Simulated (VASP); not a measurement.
Crystal: CS2.

```
S C
1.0
     3.64579   -2.99431    0.00000
     3.64579    2.99431    0.00000
     0.00000    0.00000    9.85126
S C
4 2
Direct
  0.18152 0.81848 0.88687
  0.31848 0.68152 0.38687
  0.68152 0.31848 0.61313
  0.81848 0.18152 0.11313
  0.50000 0.50000 0.50000
  0.00000 0.00000 0.00000
```

| Item | Value |
| --- | --- |
| Program | VASP 6.6.1 |
| Task | relaxation of cell and atoms |
| Functional | PBEsol |
| Potentials or basis | VASP PAW PBE potentials, release 64 (S, C) |
| Cutoff | 600 eV |
| k mesh | 6 × 6 × 3 |
| Occupations | fermi-dirac, width 0.05 eV |
| Spin | no spin polarisation |

At the start: pressure -0.4 GPa; volume 35.85 Å³/atom.

Question: Where does the relaxation end?

Answer: Over 26 steps the energy falls by 11.0 meV/atom and the volume is 26.69 Å³/atom (-25.5 %); space group Cmce (No. 64, to 0.1 Å) before and after.

Step by step:
| step | energy change (eV) | largest force (eV/Å) | pressure (GPa) | volume (Å³) |
| --- | --- | --- | --- | --- |
| 1 | 0.0000 | 0.1384 | -0.43 | 215.09 |
| 2 | 0.0133 | 0.7026 | 0.87 | 212.08 |
| 3 | -0.0016 | 0.0648 | -0.12 | 214.33 |
| 4 | -0.0030 | 0.0649 | -0.12 | 213.32 |
| 5 | -0.0072 | 0.0658 | -0.12 | 210.31 |
| 6 | -0.0156 | 0.0730 | -0.11 | 204.37 |
| 7 | -0.0322 | 0.1058 | -0.05 | 192.81 |
| 8 | -0.0582 | 0.2456 | 0.33 | 170.97 |
| 9 | 0.0451 | 0.8163 | 3.30 | 132.16 |
| 10 | -0.0516 | 0.5891 | 1.09 | 165.46 |
| 11 | -0.0494 | 0.6586 | 1.43 | 157.59 |
| 12 | -0.0496 | 0.6542 | 1.42 | 157.49 |
| 13 | -0.0501 | 0.6410 | 1.40 | 157.19 |
| 14 | -0.0510 | 0.6150 | 1.37 | 156.61 |
| 15 | -0.0526 | 0.5635 | 1.30 | 155.43 |
| 16 | -0.0544 | 0.4620 | 1.16 | 153.10 |
| 17 | -0.0527 | 0.2680 | 0.91 | 148.50 |
| 18 | -0.0545 | 0.4043 | 1.09 | 151.66 |
| 19 | -0.0556 | 0.3825 | 1.03 | 152.00 |
| 20 | -0.0585 | 0.3179 | 0.86 | 153.02 |
| 21 | -0.0628 | 0.1911 | 0.52 | 155.09 |
| 22 | -0.0658 | 0.0564 | -0.10 | 159.27 |
| 23 | -0.0658 | 0.0355 | -0.05 | 158.90 |
| 24 | -0.0658 | 0.0316 | -0.04 | 159.03 |
| 25 | -0.0659 | 0.0199 | -0.03 | 159.40 |
| 26 | -0.0660 | 0.0067 | 0.01 | 160.16 |

Final structure:
```
S C
1.0
     3.16602   -2.76488    0.00000
     3.16602    2.76488    0.00000
     0.00000    0.00000    9.14812
S C
4 2
Direct
  0.19546 0.80454 0.87792
  0.30454 0.69546 0.37792
  0.69546 0.30454 0.62209
  0.80454 0.19546 0.12208
  0.50000 0.50000 0.50000
  0.00000 0.00000 0.00000
```

Caveat: the volume moved by over 15 % at a fixed basis, so the end points are rough; this functional lacks dispersion, which holds the molecules together, so the pressure and a relaxed volume are unreliable; the PAW data sets were made with another functional, which shifts forces and pressure a little.
